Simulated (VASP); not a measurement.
Write the native input for VASP 6.6.1 that does the following.

```yaml
Task: single point
Functional: PBE
Potentials_or_basis: VASP PAW PBE potentials, release 64 (Al)
Cutoff: 520 eV
k_mesh: 24 × 24 × 24
Occupations: gaussian, width 0.15 eV
Spin: no spin polarisation
Dipole_correction: no
Further_INCAR_settings: ALGO = Fast; EDIFF = 1e-06; NBANDS = 8
```

The structure of Al lies in POSCAR:

```
Al
1.0
   -1.3975678426      1.5972203916      1.5972203916
    1.5972203916     -1.3975678426      1.5972203916
    1.5972203916      1.5972203916     -1.3975678426
Al
1
Direct
    0.0000000000      0.0000000000      0.0000000000
```

This cell differs from its parent crystal: ratio of the length along [111] to the lengths across it x 1.2, volume and fractional coordinates fixed.

One way to write it, as run:

INCAR

```
SYSTEM = Al
PREC = Accurate
ENCUT = 520
EDIFF = 1E-6
ISMEAR = 0
SIGMA = 0.15
LREAL = .FALSE.
LASPH = .TRUE.
NELM = 60
ALGO = Fast
ISIF = 2
LWAVE = .FALSE.
LCHARG = .FALSE.
GGA = PE
NBANDS = 8
```

KPOINTS

```
regular mesh
0
G
  24 24 24
  0 0 0
```

Potentials or basis: VASP PAW PBE potentials, release 64 (Al).

The run is started by

```sh
$ cat potpaw_PBE.64/Al/POTCAR > POTCAR
$ mpirun -np 1 vasp_std > vasp.out
```

Results of the run:

The pressure is 7.3 GPa.

Wall time 2 min on 1 thread of AMD EPYC 7R13, with other jobs on the host, peak memory 0.21 GiB.
